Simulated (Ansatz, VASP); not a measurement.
## LiBr: VASP beside Ansatz

Contents of INCAR:

```
SYSTEM = LiBr
PREC = Accurate ; ENCUT = 750
EDIFF = 1E-7 ; ISMEAR = 0
SIGMA = 0.01 ; LREAL = .FALSE.
LASPH = .TRUE. ; NELM = 120
ALGO = Normal ; ISIF = 3
LWAVE = .FALSE. ; LCHARG = .FALSE.
GGA = PS ; IBRION = 2
NSW = 80 ; EDIFFG = -0.001
GGA_COMPAT = .FALSE. ; NELMIN = 4
```

Contents of KPOINTS:

```
Automatic mesh
0
G
  8 8 8
  0 0 0
```

File POSCAR:

```
LiBr
1.0
    0.0000000000      2.7061663733      2.7061663733
    2.7061663733      0.0000000000      2.7061663733
    2.7061663733      2.7061663733      0.0000000000
Li Br
1 1
Direct
    0.0000000000      0.0000000000      0.0000000000
    0.5000000000      0.5000000000      0.5000000000
```

Input for Ansatz:

```yaml
crystal:
  lattice:
    - [0.0, 2.7061663733, 2.7061663733]
    - [2.7061663733, 0.0, 2.7061663733]
    - [2.7061663733, 2.7061663733, 0.0]
  atoms:
    - { symbol: Li, position: [0.0, 0.0, 0.0] }
    - { symbol: Br, position: [0.5, 0.5, 0.5] }
basis:
  ecutwfc: 420
kpoints:
  mp_grid: { grid: [8, 8, 8] }
hamiltonian:
  xc: pbesol
scf:
  occupations: { method: fixed }
output:
  forces: true
  stress: true
  eigenvalues: true
relax:
  adjacent_minimum: "off"
  f_tol: 0.001
  max_steps: 60
  cell: { stress_tol: 0.01 }
```

Alike in both runs: task relaxation of cell and atoms; functional PBEsol; k mesh 8 × 8 × 8; no spin polarisation.

|  | VASP | Ansatz |
| --- | --- | --- |
| version | VASP 6.6.1 | Ansatz 0.2.0 |
| potentials or method | VASP PAW PBE potentials, release 64 (Li_sv, Br), cutoff 750 eV | scalar-relativistic, plane waves, PAW |
| occupations | gaussian, width 0.01 eV | fixed |
| valence electrons in the cell | 10 | 10 |

```tsv
	VASP	Ansatz	Ansatz less VASP
gap on the k mesh at the Fermi level, each at its own relaxed structure (eV)	4.99	4.99	-0.006
relaxed volume (Å³/atom)	19.78	19.80	+0.020
relaxed cell length with the largest relative difference (Å)	3.825	3.826	+0.0013
```

VASP's potentials were made for PBE, not for PBEsol.
